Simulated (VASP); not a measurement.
# NaAl15N15 (a cell with a defect) in VASP: further runs, part 2 of 2

VASP 6.6.1. Earlier steps stand in the parts before.

### Step 3. Single point, HSE06

POSCAR reads:

```
NaAl15N15
1.0
    6.2595139128      0.0000000578      0.0000000000
   -3.1297570064      5.4208980350      0.0000000000
    0.0000000000      0.0000000000     10.0348065929
Al Na N
15 1 15
Direct
    0.3306553447      0.1703779515      0.1847407434
    0.3312831049      0.1695511745      0.7599060968
    0.1586058518      0.3424593753      0.9939217692
    0.3341747645      0.6753687296      0.2511833916
    0.1441836760      0.7723337492      0.5150119459
    0.3348446230      0.6623882047      0.7537290264
    0.1565622418      0.8228069778      0.9986142416
    0.8260112391      0.1669714663      0.2511365701
    0.7287674629      0.3564264813      0.5150798586
    0.8385372873      0.1660738835      0.7537688252
    0.6781440884      0.3443881331      0.9986808103
    0.8294463252      0.6714339179      0.2516395340
    0.6605365016      0.8403837735      0.5044400936
    0.8284212327      0.6726643749      0.7532755981
    0.6638130207      0.8371086833      1.0031092308
    0.2016214176      0.2996984598      0.4845890290
    0.1626510310      0.3388975583      0.1903760147
    0.3317934522      0.1690416494      0.9570501144
    0.1699872890      0.3309403753      0.7095010016
    0.3463518430      0.6982961459      0.4343884954
    0.1590847508      0.8302524111      0.1895714067
    0.3328607178      0.6753089493      0.9425036561
    0.1682801887      0.8358822367      0.6948722750
    0.8029107401      0.1543714389      0.4343626438
    0.6707798572      0.3417004503      0.1895911281
    0.8255003140      0.1679764379      0.9424793366
    0.6651404568      0.3328353038      0.6948805677
    0.8299477106      0.6702238597      0.4444379134
    0.6664381067      0.8347277338      0.1901080588
    0.8284339152      0.6723470383      0.9399301913
    0.6661556875      0.8348668519      0.6930814922
```

INCAR.step1 reads:

```
SYSTEM = NaAl15N15
PREC = Accurate
ENCUT = 520
EDIFF = 1E-5
ISMEAR = -1
SIGMA = 0.01
LREAL = Auto
LASPH = .TRUE.
NELM = 120
ALGO = Normal
ISIF = 2
LWAVE = .TRUE.
LCHARG = .FALSE.
GGA = PE
NELECT = 126.0
NBANDS = 84
GGA_COMPAT = .FALSE.
ISYM = -1
```

INCAR.step2 reads:

```
SYSTEM = NaAl15N15
PREC = Accurate
ENCUT = 520
EDIFF = 1E-6
ISMEAR = -1
SIGMA = 0.01
LREAL = Auto
LASPH = .TRUE.
NELM = 120
ALGO = Normal
ISIF = 2
LWAVE = .FALSE.
LCHARG = .FALSE.
GGA = PE
LHFCALC = .TRUE.
HFSCREEN = 0.2079
PRECFOCK = Fast
ISTART = 1
NELECT = 126.0
NBANDS = 84
GGA_COMPAT = .FALSE.
ISYM = -1
```

KPOINTS reads:

```
explicit points
1
Reciprocal
  0.25000000   0.25000000   0.25000000 1
```

Potentials or basis: VASP PAW PBE potentials, release 64 (Al, Na_pv, N).

Run with:

```bash
cat potpaw_PBE.64/Al/POTCAR potpaw_PBE.64/Na_pv/POTCAR potpaw_PBE.64/N/POTCAR > POTCAR
cp INCAR.step1 INCAR
mpirun -np 1 vasp_std > vasp.out
cp INCAR.step2 INCAR
mpirun -np 1 vasp_std > vasp.out
```

OUTCAR:

```text
SYSTEM = NaAl15N15
   PREC = Accurate
   ENCUT = 520
   EDIFF = 1E-6
   ISMEAR = -1
   LREAL = Auto
   LASPH = .TRUE.
   NELM = 120
   ISIF = 2
   GGA = PE
   LHFCALC = .TRUE.
   HFSCREEN = 0.2079
   PRECFOCK = Fast
   ISTART = 1
   NELECT = 126.0
   ISYM = -1

 ion  position               nearest neighbor table
   1  0.331  0.170  0.185-  17 1.83  25 1.84  21 1.84  18 2.28  11 2.65   7 2.65   3 2.67   4 3.18
                             8 3.18  12 3.20  12 3.20   8 3.22   4 3.22
   2  0.331  0.170  0.760-  19 1.82  23 1.92  27 1.92  18 1.98   3 3.00   7 3.04  11 3.05  10 3.07
                             6 3.07  14 3.13  14 3.13   6 3.19  10 3.19   5 3.27   9 3.27
   3  0.159  0.342  0.994-  22 1.88  26 1.88  18 1.91  17 1.97   1 2.67   6 2.97  10 2.97   2 3.00
                             7 3.01  11 3.01  15 3.13  15 3.13   8 3.15   4 3.15  11 3.25   7 3.25
   4  0.334  0.675  0.251-  20 1.84  21 1.89  29 1.90  17 1.92  15 3.06   8 3.08   5 3.08   7 3.09
                            13 3.10  12 3.11  12 3.15   3 3.15   1 3.18   8 3.18   1 3.22
   5  0.144  0.772  0.515-  20 1.75  23 1.84  28 1.88   9 2.60   6 2.91  14 2.96  13 3.04   4 3.08
                            12 3.17  13 3.26   2 3.27
   6  0.335  0.662  0.754-  19 1.85  22 1.90  31 1.90  23 1.94   5 2.91   3 2.97  14 3.06  13 3.06
                             7 3.07  15 3.07   2 3.07  10 3.11  10 3.15   2 3.19  14 3.20
   7  0.157  0.823  0.999-  22 1.85  30 1.88  21 1.92  18 1.92   1 2.65  11 2.99   3 3.01  14 3.04
                             2 3.04   6 3.07   4 3.09  12 3.10  15 3.13  15 3.13   3 3.25  11 3.26
   8  0.826  0.167  0.251-  24 1.84  25 1.89  29 1.90  17 1.92  15 3.06   4 3.08   9 3.08  11 3.09
                            13 3.10  12 3.11  12 3.15   3 3.15   4 3.18   1 3.18   1 3.22
   9  0.729  0.356  0.515-  24 1.75  27 1.84  28 1.88   5 2.60  10 2.91  14 2.96  13 3.04   8 3.08
                            12 3.17  13 3.27   2 3.27
  10  0.839  0.166  0.754-  19 1.85  26 1.90  31 1.90  27 1.94   9 2.91   3 2.97  14 3.06  13 3.06
                            11 3.07  15 3.07   2 3.07   6 3.11   6 3.15   2 3.19  14 3.20
  11  0.678  0.344  0.999-  26 1.85  30 1.87  25 1.92  18 1.92   1 2.65   7 2.99   3 3.01  14 3.04
                             2 3.05  10 3.07   8 3.09  12 3.10  15 3.13  15 3.13   3 3.25   7 3.26
  12  0.829  0.671  0.252-  29 1.87  21 1.89  25 1.89  28 1.93  15 3.07  11 3.10   7 3.10   4 3.11
                             8 3.11  13 3.13   8 3.15   4 3.15   5 3.17   9 3.17   1 3.20   1 3.20
  13  0.661  0.840  0.504-  24 1.84  20 1.84  31 1.89  28 1.94   9 3.04   5 3.04   6 3.06  10 3.06
                            14 3.09   4 3.10   8 3.10  12 3.13   5 3.26   9 3.27
  14  0.828  0.673  0.753-  31 1.86  30 1.87  27 1.93  23 1.93   5 2.96   9 2.96   7 3.04  11 3.04
                            10 3.06   6 3.06  15 3.08  13 3.09   2 3.13   2 3.13   6 3.20  10 3.20
  15  0.664  0.837  0.003-  29 1.88  26 1.89  22 1.89  30 1.89   4 3.06   8 3.06  10 3.07  12 3.07
                             6 3.07  14 3.08  11 3.13   7 3.13   3 3.13   7 3.13  11 3.13   3 3.13
  16  0.202  0.300  0.485-  20 2.24  24 2.24  19 2.28
  17  0.163  0.339  0.190-   1 1.83   4 1.92   8 1.92   3 1.97
  18  0.332  0.169  0.957-   3 1.91   7 1.92  11 1.92   2 1.98   1 2.28
  19  0.170  0.331  0.710-   2 1.82   6 1.85  10 1.85  16 2.28
  20  0.346  0.698  0.434-   5 1.75   4 1.84  13 1.84  16 2.24
  21  0.159  0.830  0.190-   1 1.84  12 1.89   4 1.89   7 1.92
  22  0.333  0.675  0.943-   7 1.85   3 1.88  15 1.89   6 1.90
  23  0.168  0.836  0.695-   5 1.84   2 1.92  14 1.93   6 1.94
  24  0.803  0.154  0.434-   9 1.75   8 1.84  13 1.84  16 2.24
  25  0.671  0.342  0.190-   1 1.84  12 1.89   8 1.89  11 1.92
  26  0.826  0.168  0.942-  11 1.85   3 1.88  15 1.89  10 1.90
  27  0.665  0.333  0.695-   9 1.84   2 1.92  14 1.93  10 1.94
  28  0.830  0.670  0.444-   9 1.88   5 1.88  12 1.93  13 1.94
  29  0.666  0.835  0.190-  12 1.87  15 1.88   8 1.90   4 1.90
  30  0.828  0.672  0.940-  14 1.87  11 1.87   7 1.88  15 1.89
  31  0.666  0.835  0.693-  14 1.86  13 1.89  10 1.90   6 1.90

IMPORTANT INFORMATION: All symmetrisations will be switched off!
NOSYMM: (Re-)initialisation of all symmetry stuff for point group C_1.

----------------------------------------------------------------------------------------

                                     Primitive cell

  volume of cell :     340.5029

  direct lattice vectors                    reciprocal lattice vectors
     6.259513913  0.000000058  0.000000000     0.159756813  0.092235641  0.000000000
[... 111 lines left out ...]
   TEBEG  =    0.0;   TEEND  =   0.0 temperature during run
   PSTRESS=    0.0 pullay stress
   NELECT =     126.0000    total number of electrons
   NUPDOWN=      -1.0000    fix difference up-down
   EMIN   =  10.00;   EMAX   =-10.00  energy-range for DOS
   EFERMI =   0.00;   METHOD = LEGACY
   ISMEAR =    -1;   SIGMA  =   0.01  broadening in eV -4-tet -1-fermi 0-gaus
   EFERMI_NEDOS =   21; number of points for ismear=-14 and -15
   IALGO  =     38    algorithm
   IMIX   =      1    mixing-type and parameters
     AMIX     =   0.40;   BMIX     =  1.00
     AMIX_MAG =   1.60;   BMIX_MAG =  1.00
  volume/ion in A,a.u.               =      10.98        74.12
  Fermi-wavevector in a.u.,A,eV,Ry     =   1.175325  2.221043 18.794944  1.381389
  Thomas-Fermi vector in A             =   2.311708
   LORBIT       =      0    0 simple, 1 ext, 2 COOP (PROOUT), +10 PAW based schemes
   GGA     = PE    functional components
   LHFCALC =     T    Hartree Fock is set to
   PRECFOCK=fast      Normal, Fast or Accurate (Low or Medium for compatibility)
   ENCUT4O =  -1.0   cutoff for four orbital integrals eV
   NKREDX  =     1    reduce k-point grid by
   NKREDY  =     1    reduce k-point grid by
   NKREDZ  =     1    reduce k-point grid by
   AEXX    =    0.2500 exact exchange contribution
   HFSCREEN=    0.2079 screening length (either q_TF or 0.3 A-1)
   HFSCREENC=   0.2079 screening length for correlation (either q_TF or 0.3 A-1)
   ENCUTFOCK=  -1.0 apply spherical cutoff to Coloumb kernel
   IVDW    =     0    specifies the selected vdW correction
   LEPSILON=     F    determine dielectric tensor
   LRPA    =     F    only Hartree local field effects (RPA)
 non-spin polarized calculation
  energy-cutoff  :      520.00
  volume of cell :      340.50
 maximum number of plane-waves:      9148
 NGX is ok and might be reduce to    48
  NGX = 24; NGY = 24; NGZ = 40

 number of electron     125.9999999 magnetization

 Free energy of the ion-electron system (eV)
  ---------------------------------------------------
  ext. energy  EPLUGINS =         0.00000000
  ---------------------------------------------------
  free energy    TOTEN  =      -269.26703600 eV

  energy without entropy =     -269.26703600  energy(sigma->0) =     -269.26703600

 E-fermi :   5.4211     XC(G=0):  -8.7385

 val. band max:        5.0893924428   @ k =   0.2500   0.2500   0.2500
 cond. band min:       8.5146381166   @ k =   0.2500   0.2500   0.2500
 fundamental gap:      3.4252456738
 Fermi energy:         5.4211001099

 k-point     1 :       0.2500    0.2500    0.2500
  band No.  band energies     occupation
      1     -19.0584      2.00000
      2     -19.0047      2.00000
      3     -18.9568      2.00000
      4     -11.4147      2.00000
      5     -11.0838      2.00000
      6     -10.8004      2.00000
[... 67 lines left out ...]
     74      12.8344      0.00000
     75      13.1188      0.00000
 [bands above 75 left out]

------------------------ aborting loop because EDIFF is reached ----------------------------------------

  FORCE on cell =-STRESS in cart. coord.  units (eV):
  Direction    XX          YY          ZZ          XY          YZ          ZX
  --------------------------------------------------------------------------------------
  -------------------------------------------------------------------------------------
  Total       -9.8170697    -15.0029676     -5.0251922     -4.6121895     -0.5939228      1.3210287
  in kB      -46.1925141    -70.5938547    -23.6451678    -21.7018556     -2.7946003      6.2158709
  external PRESSURE =     -46.8105122 kB  Pullay stress =       0.0000000 kB

 VOLUME and BASIS-vectors are now :
 -----------------------------------------------------------------------------
  energy-cutoff  :      520.00
  volume of cell :      340.50
      direct lattice vectors                 reciprocal lattice vectors
     6.259513913  0.000000058  0.000000000     0.159756813  0.092235641  0.000000000
    -3.129757006  5.420898035  0.000000000    -0.000000002  0.184471279  0.000000000
     0.000000000  0.000000000 10.034806593     0.000000000  0.000000000  0.099653141

 POSITION                                       TOTAL-FORCE (eV/Angst)
 -----------------------------------------------------------------------------------
      1.53650      0.92360      1.85384        -0.015694      0.019386     -0.144922
      1.54302      0.91912      7.62551        -0.053288      0.034132      0.008107
     -0.07902      1.85644      9.97381        -0.009424     -0.008021      0.032151
     -0.02197      3.66111      2.52058         0.001592      0.011199      0.047821
     -1.51470      4.18674      5.16805         0.088343     -0.156874      0.045710
      0.02285      3.59074      7.56353         0.008580     -0.029835      0.060548
[... 23 lines left out ...]
      3.08131      3.64472      9.43202         0.037413     -0.011130     -0.012094
      1.55688      4.52573      6.95494         0.011274     -0.017145     -0.026801
 -----------------------------------------------------------------------------------
    total drift:                               -0.006216     -0.005867      0.033065

  FREE ENERGIE OF THE ION-ELECTRON SYSTEM (eV)
  ---------------------------------------------------
  free  energy   TOTEN  =      -269.2670360028 eV

  energy  without entropy=     -269.2670360028  energy(sigma->0) =     -269.26703600
```

Wall time 2.4 min (1 thread of AMD EPYC 9R45 (Zen 5), shared host); peak memory 0.57 GiB.

Results:

```
Free energy   : -269.2670 eV
Largest force : 0.186 eV/Å
```

Forces on the atoms (eV/Å):
```
Al  -0.016  0.019 -0.145
Al  -0.053  0.034  0.008
Al  -0.009 -0.008  0.032
Al   0.002  0.011  0.048
Al   0.088 -0.157  0.046
Al   0.009 -0.030  0.061
Al   0.014 -0.006  0.023
Al  -0.018 -0.004  0.059
Al   0.178  0.004  0.036
Al   0.033  0.017  0.055
Al   0.013 -0.017  0.021
Al  -0.007  0.003 -0.036
Al  -0.072  0.038 -0.037
Al  -0.021  0.011  0.068
Al  -0.012  0.005  0.020
Na  -0.067  0.038  0.027
N    0.064 -0.037 -0.066
N   -0.007  0.011  0.021
N   -0.003 -0.008  0.126
N   -0.118  0.117  0.028
N   -0.001  0.060 -0.064
N   -0.016 -0.024 -0.018
N   -0.011 -0.052 -0.136
N   -0.156  0.047  0.021
N   -0.066 -0.044 -0.069
N    0.024  0.042 -0.006
N    0.045  0.030 -0.129
N    0.130 -0.062  0.079
N    0.006 -0.012 -0.033
N    0.037 -0.011 -0.012
N    0.011 -0.017 -0.027
```

Caveat: the cell carries a net charge on a neutralising background, which shifts energy and pressure; the cell is charged against a uniform background, so pressure and absolute levels hang on convention; the PAW data sets were made with another functional, which shifts forces and pressure a little.
